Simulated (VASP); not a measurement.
Lu, 1 atom in the cell. It takes space group Fm-3m (No. 225, cubic). The conventional cell has a = 4.876 Å, b = 4.876 Å, c = 4.876 Å, α = 90.00°, β = 90.00°, γ = 90.00°. Within 4.5 Å of Lu (site symmetry m-3m) lie 12 Lu at 3.45 Å.  This cell differs from its parent crystal: volume scaled by 0.96.

```yaml
Program: VASP 6.6.1
Task: single point
Functional: revPBE
Potentials_or_basis: VASP PAW PBE potentials, release 64 (Lu)
Cutoff: 520 eV
k_mesh: 12 × 12 × 12
Occupations: fermi-dirac, width 0.1 eV
Spin: no spin polarisation
Dipole_correction: no
Further_INCAR_settings: ALGO = Normal; EDIFF = 1e-06; NBANDS = 18
```

Potentials or basis: VASP PAW PBE potentials, release 64 (Lu).

Command:

```bash
$ cat potpaw_PBE.64/Lu/POTCAR > POTCAR
$ mpirun -np 1 vasp_std > vasp.out
```

Hardware: 1 thread of Intel(R) Xeon(R) 6975P-C (Granite Rapids) (shared host).

Q: Estimate the wall time of this run.

A: Wall time 18 s on 1 thread of Intel(R) Xeon(R) 6975P-C (Granite Rapids), on a shared host, peak memory 0.19 GiB. Counts: scf iterations 12, k points 72.
